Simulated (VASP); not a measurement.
# AgCl (F-43m) in VASP: single point with PBE-based screened hybrid with 75 % exact exchange

Aim: the single point of AgCl with PBE-based screened hybrid with 75 % exact exchange.

Everything below comes from runs of VASP 6.6.1. Logs are shortened: lines on timing, memory, paths and dates and some standing lists are left out, and cuts for length are marked.

## 1. The cell of the first run

The structure is cubic, space group F-43m (No. 216). Conventional cell: a = 5.986 Å, b = 5.986 Å, c = 5.986 Å, α = 90.00°, β = 90.00°, γ = 90.00°. Within 3.4 Å of Ag (site symmetry -43m) lie 4 Cl at 2.59 Å. Cl (site symmetry -43m) has 4 Ag at 2.59 Å within 3.4 Å.

## 2. Single point, PBE-based screened hybrid with 75 % exact exchange

File POSCAR:

```
AgCl
1.0
    0.0000000000      2.9932461729      2.9932461729
    2.9932461729      0.0000000000      2.9932461729
    2.9932461729      2.9932461729      0.0000000000
Ag Cl
1 1
Direct
    0.0000000000      0.0000000000      0.0000000000
    0.2500000000      0.2500000000      0.2500000000
```

File INCAR.step1:

```
SYSTEM = AgCl
PREC = Accurate
ENCUT = 470
EDIFF = 1E-5
ISMEAR = 0
SIGMA = 0.01
LREAL = .False.
LASPH = .True.
NELM = 120
ALGO = Normal
ISIF = 2
LWAVE = .True.
LCHARG = .False.
GGA = PE
NBANDS = 20
GGA_COMPAT = .False.
```

File INCAR.step2:

```
SYSTEM = AgCl
PREC = Accurate
ENCUT = 470
EDIFF = 1E-6
ISMEAR = 0
SIGMA = 0.01
LREAL = .False.
LASPH = .True.
NELM = 120
ALGO = Normal
ISIF = 2
LWAVE = .False.
LCHARG = .False.
GGA = PE
LHFCALC = .True.
AEXX = 0.75
HFSCREEN = 0.2078
PRECFOCK = Normal
ISTART = 1
NBANDS = 20
GGA_COMPAT = .False.
```

File KPOINTS:

```
regular mesh
0
Gamma
  4 4 4
  0 0 0
```

Potentials or basis: VASP PAW PBE potentials, release 64 (Ag_sv_GW, Cl).

The run is started by

```sh
$ cat potpaw_PBE.64/Ag_sv_GW/POTCAR potpaw_PBE.64/Cl/POTCAR > POTCAR
$ cp INCAR.step1 INCAR
$ mpirun -np 1 vasp_std > vasp.out
$ cp INCAR.step2 INCAR
$ mpirun -np 1 vasp_std > vasp.out
```

OUTCAR:

```text
SYSTEM = AgCl
   PREC = Accurate
   ENCUT = 470
   EDIFF = 1E-6
   ISMEAR = 0
   LREAL = .False.
   LASPH = .True.
   NELM = 120
   ISIF = 2
   GGA = PE
   LHFCALC = .True.
   AEXX = 0.75
   HFSCREEN = 0.2078
   PRECFOCK = Normal
   ISTART = 1

 ion  position               nearest neighbor table
   1  0.000  0.000  0.000-   2 2.59   2 2.59   2 2.59   2 2.59
   2  0.250  0.250  0.250-   1 2.59   1 2.59   1 2.59   1 2.59

  LATTYP: Found a face centered cubic cell.
 ALAT       =     5.9864923458

  Lattice vectors:

 A1 = (   0.0000000000,   2.9932461729,   2.9932461729)
 A2 = (   2.9932461729,   0.0000000000,   2.9932461729)
 A3 = (   2.9932461729,   2.9932461729,   0.0000000000)

Analysis of symmetry for initial positions (statically):
=====================================================================
 Subroutine PRICEL returns:
 Original cell was already a primitive cell.

 Routine SETGRP: Setting up the symmetry group for a
 face centered cubic supercell.

 Subroutine GETGRP returns: Found 24 space group operations
 (whereof 24 operations were pure point group operations)
 out of a pool of 48 trial point group operations.

The static configuration has the point symmetry T_d .

Analysis of symmetry for dynamics (positions and initial velocities):
=====================================================================
 Subroutine PRICEL returns:
 Original cell was already a primitive cell.

 Routine SETGRP: Setting up the symmetry group for a
 face centered cubic supercell.

 Subroutine GETGRP returns: Found 24 space group operations
 (whereof 24 operations were pure point group operations)
 out of a pool of 48 trial point group operations.

The dynamic configuration has the point symmetry T_d .

 Subroutine INISYM returns: Found 24 space group operations
 (whereof 24 operations are pure point group operations),
 and found     1 'primitive' translations

----------------------------------------------------------------------------------------

                                     Primitive cell

  volume of cell :      53.6361

  direct lattice vectors                    reciprocal lattice vectors
     0.000000000  2.993246173  2.993246173    -0.167042726  0.167042726  0.167042726
     2.993246173  0.000000000  2.993246173     0.167042726 -0.167042726  0.167042726
     2.993246173  2.993246173  0.000000000     0.167042726  0.167042726 -0.167042726

  length of vectors
     4.233089333  4.233089333  4.233089333     0.289326488  0.289326488  0.289326488

  position of ions in fractional coordinates (direct lattice)
     0.000000000  0.000000000  0.000000000
     0.250000000  0.250000000  0.250000000

  ion indices of the primitive-cell ions
   primitive index   ion index
                 1           1
                 2           2

----------------------------------------------------------------------------------------

 KPOINTS: regular mesh

Automatic generation of k-mesh.
 Grid dimensions read from file:
 generate k-points for:    4    4    4

 Generating k-lattice:

  Cartesian coordinates                     Fractional coordinates (reciprocal lattice)
    -0.041760681  0.041760681  0.041760681     0.250000000  0.000000000  0.000000000
     0.041760681 -0.041760681  0.041760681     0.000000000  0.250000000  0.000000000
     0.041760681  0.041760681 -0.041760681     0.000000000  0.000000000  0.250000000

  Length of vectors
     0.072331622  0.072331622  0.072331622

  Shift w.r.t. Gamma in fractional coordinates (k-lattice)
     0.000000000  0.000000000  0.000000000

 Subroutine IBZKPT returns following result:
 ===========================================

 Found      8 irreducible k-points:

 Following reciprocal coordinates:
            Coordinates               Weight
  0.000000  0.000000  0.000000      1.000000
  0.250000  0.000000  0.000000      8.000000
  0.500000  0.000000  0.000000      4.000000
  0.250000  0.250000  0.000000      6.000000
  0.500000  0.250000  0.000000     24.000000
 -0.250000  0.250000  0.000000     12.000000
  0.500000  0.500000  0.000000      3.000000
 -0.250000  0.500000  0.250000      6.000000
   k-points           NKPTS =      8   k-points in BZ     NKDIM =     64   number of bands    NBANDS=     20
   number of dos      NEDOS =    301   number of ions     NIONS =      2
   total plane-waves  NPLWV =  27000
   dimension x,y,z NGX =    30 NGY =   30 NGZ =   30
   dimension x,y,z NGXF=    60 NGYF=   60 NGZF=   60
   ions per type =               1   1
   NGX,Y,Z   is equivalent  to a cutoff of  11.78, 11.78, 11.78 a.u.
   NGXF,Y,Z  is equivalent  to a cutoff of  23.56, 23.56, 23.56 a.u.
 SYSTEM =  AgCl
   PREC   = accura    normal or accurate (medium, high low for compatibility)
   ISTART =      1    job   : 0-new  1-cont  2-samecut
   ICHARG =      0    charge: 1-file 2-atom 10-const
   ISPIN  =      1    spin polarized calculation?
   LNONCOLLINEAR =      F non collinear calculations
   LSORBIT =      F    spin-orbit coupling
   LASPH  =      T    aspherical Exc in radial PAW
   ENCUT  =  470.0 eV  34.54 Ry    5.88 a.u.   7.48  7.48  7.48*2*pi/ulx,y,z
   NELM   =    120;   NELMIN=  2; NELMDL=  0     # of ELM steps
   EDIFF  = 0.1E-05   stopping-criterion for ELM
   LREAL  =      F    real-space projection
   EDIFFG = 0.1E-04   stopping-criterion for IOM
   NSW    =      0    number of steps for IOM
   IBRION =     -1    ionic relax: 0-MD 1-quasi-New 2-CG
   NFREE  =      0    steps in history (QN), initial steepest desc. (CG)
   ISIF   =      2    stress and relaxation
   ISYM   =      3    0-nonsym 1-usesym 2-fastsym
   POTIM  = 0.5000    time-step for ionic-motion
   TEBEG  =    0.0;   TEEND  =   0.0 temperature during run
   PSTRESS=    0.0 pullay stress
   NELECT =      26.0000    total number of electrons
   NUPDOWN=      -1.0000    fix difference up-down
   EMIN   =  10.00;   EMAX   =-10.00  energy-range for DOS
   EFERMI =   0.00;   METHOD = LEGACY
   ISMEAR =     0;   SIGMA  =   0.01  broadening in eV -4-tet -1-fermi 0-gaus
   EFERMI_NEDOS =   21; number of points for ismear=-14 and -15
   IALGO  =     38    algorithm
   IMIX   =      1    mixing-type and parameters
     AMIX     =   0.40;   BMIX     =  1.00
     AMIX_MAG =   1.60;   BMIX_MAG =  1.00
  volume/ion in A,a.u.               =      26.82       180.98
  Fermi-wavevector in a.u.,A,eV,Ry     =   1.286017  2.430221 22.501870  1.653841
  Thomas-Fermi vector in A             =   2.418117
   LORBIT       =      0    0 simple, 1 ext, 2 COOP (PROOUT), +10 PAW based schemes
   GGA     = PE    functional components
   LHFCALC =     T    Hartree Fock is set to
   PRECFOCK=normal    Normal, Fast or Accurate (Low or Medium for compatibility)
   ENCUT4O =  -1.0   cutoff for four orbital integrals eV
   NKREDX  =     1    reduce k-point grid by
   NKREDY  =     1    reduce k-point grid by
   NKREDZ  =     1    reduce k-point grid by
   AEXX    =    0.7500 exact exchange contribution
   HFSCREEN=    0.2078 screening length (either q_TF or 0.3 A-1)
   HFSCREENC=   0.2078 screening length for correlation (either q_TF or 0.3 A-1)
   ENCUTFOCK=  -1.0 apply spherical cutoff to Coloumb kernel
   IVDW    =     0    specifies the selected vdW correction
   LEPSILON=     F    determine dielectric tensor
   LRPA    =     F    only Hartree local field effects (RPA)
 non-spin polarized calculation
 Gauss-broadening in eV      SIGMA  =   0.01
  energy-cutoff  :      470.00
  volume of cell :       53.64
 maximum number of plane-waves:      1245
 NGX is ok and might be reduce to    30
  NGX = 24; NGY = 24; NGZ = 24

 number of electron      26.0000007 magnetization

 Free energy of the ion-electron system (eV)
  ---------------------------------------------------
  ext. energy  EPLUGINS =         0.00000000
  ---------------------------------------------------
  free energy    TOTEN  =        -1.83510159 eV

  energy without entropy =       -1.83510159  energy(sigma->0) =       -1.83510159

 E-fermi :  -1.6922     XC(G=0):  -4.2229

 val. band max:       -1.7893688586   @ k =   0.0000   0.0000   0.0000
 cond. band min:       4.0079118147   @ k =   0.0000   0.0000   0.0000
 fundamental gap:      5.7972806733
 Fermi energy:        -1.6921981568

 k-point     1 :       0.0000    0.0000    0.0000
  band No.  band energies     occupation
      1    -103.7757      2.00000
      2     -63.4639      2.00000
      3     -63.4639      2.00000
      4     -63.4639      2.00000
      5     -19.8552      2.00000
      6      -6.9396      2.00000
[... 12 lines left out ...]
     19      16.0123      0.00000
     20      16.1067      0.00000

 k-point     2 :       0.2500    0.0000    0.0000
  band No.  band energies     occupation
      1    -103.7756      2.00000
      2     -63.4642      2.00000
      3     -63.4642      2.00000
      4     -63.4639      2.00000
      5     -19.7485      2.00000
      6      -6.7977      2.00000
[... 12 lines left out ...]
     19      14.9078      0.00000
     20      15.1857      0.00000

 k-point     3 :       0.5000    0.0000    0.0000
  band No.  band energies     occupation
      1    -103.7755      2.00000
      2     -63.4640      2.00000
      3     -63.4640      2.00000
      4     -63.4627      2.00000
      5     -19.6401      2.00000
      6      -6.6658      2.00000
[... 12 lines left out ...]
     19      17.0151      0.00000
     20      17.0151      0.00000

 k-point     4 :       0.2500    0.2500    0.0000
  band No.  band energies     occupation
      1    -103.7756      2.00000
      2     -63.4641      2.00000
      3     -63.4641      2.00000
      4     -63.4640      2.00000
      5     -19.7136      2.00000
      6      -6.8714      2.00000
[... 12 lines left out ...]
     19      16.1815      0.00000
     20      18.4068      0.00000

 k-point     5 :       0.5000    0.2500    0.0000
  band No.  band energies     occupation
      1    -103.7756      2.00000
      2     -63.4644      2.00000
      3     -63.4644      2.00000
      4     -63.4631      2.00000
      5     -19.6064      2.00000
      6      -6.6781      2.00000
[... 12 lines left out ...]
     19      17.1410      0.00000
     20      17.6428      0.00000

 k-point     6 :      -0.2500    0.2500    0.0000
  band No.  band energies     occupation
      1    -103.7756      2.00000
      2     -63.4645      2.00000
      3     -63.4643      2.00000
      4     -63.4636      2.00000
      5     -19.6417      2.00000
      6      -6.6339      2.00000
[... 12 lines left out ...]
     19      16.3146      0.00000
     20      17.4469      0.00000

 k-point     7 :       0.5000    0.5000    0.0000
  band No.  band energies     occupation
      1    -103.7756      2.00000
      2     -63.4641      2.00000
      3     -63.4641      2.00000
      4     -63.4635      2.00000
      5     -19.5716      2.00000
      6      -6.7120      2.00000
[... 12 lines left out ...]
     19      16.3964      0.00000
     20      17.7565      0.00000

 k-point     8 :      -0.2500    0.5000    0.2500
  band No.  band energies     occupation
      1    -103.7756      2.00000
      2     -63.4645      2.00000
      3     -63.4638      2.00000
      4     -63.4633      2.00000
      5     -19.5715      2.00000
      6      -6.6356      2.00000
[... 12 lines left out ...]
     19      16.4757      0.00000
     20      17.2759      0.00000

------------------------ aborting loop because EDIFF is reached ----------------------------------------

  FORCE on cell =-STRESS in cart. coord.  units (eV):
  Direction    XX          YY          ZZ          XY          YZ          ZX
  --------------------------------------------------------------------------------------
  -------------------------------------------------------------------------------------
  Total       -0.1083429     -0.1083429     -0.1083429      0.0000000     -0.0000000      0.0000000
  in kB       -3.2363363     -3.2363363     -3.2363363      0.0000000     -0.0000000      0.0000000
  external PRESSURE =      -3.2363363 kB  Pullay stress =       0.0000000 kB

 VOLUME and BASIS-vectors are now :
 -----------------------------------------------------------------------------
  energy-cutoff  :      470.00
  volume of cell :       53.64
      direct lattice vectors                 reciprocal lattice vectors
     0.000000000  2.993246173  2.993246173    -0.167042726  0.167042726  0.167042726
     2.993246173  0.000000000  2.993246173     0.167042726 -0.167042726  0.167042726
     2.993246173  2.993246173  0.000000000     0.167042726  0.167042726 -0.167042726

 POSITION                                       TOTAL-FORCE (eV/Angst)
 -----------------------------------------------------------------------------------
      0.00000      0.00000      0.00000        -0.000000     -0.000000     -0.000000
      1.49662      1.49662      1.49662         0.000000      0.000000      0.000000
 -----------------------------------------------------------------------------------
    total drift:                               -0.000008     -0.000032     -0.000011

  FREE ENERGIE OF THE ION-ELECTRON SYSTEM (eV)
  ---------------------------------------------------
  free  energy   TOTEN  =        -1.8351015915 eV

  energy  without entropy=       -1.8351015915  energy(sigma->0) =       -1.83510159
```

It took 13 min on 1 thread of AMD EPYC 7R13 (Zen 3), shared host; peak memory 0.27 GiB.

Results:

```yaml
Free_energy: -1.8351 eV
Pressure: -0.3 GPa
Band_gap_on_the_k_mesh: 5.80 eV
```

Caveat: the k points lie up to 0.45 Å⁻¹ apart; the structure was generated, so it needn't be the stable form of AgCl; the PAW data sets were made with another functional, which shifts forces and pressure a little.
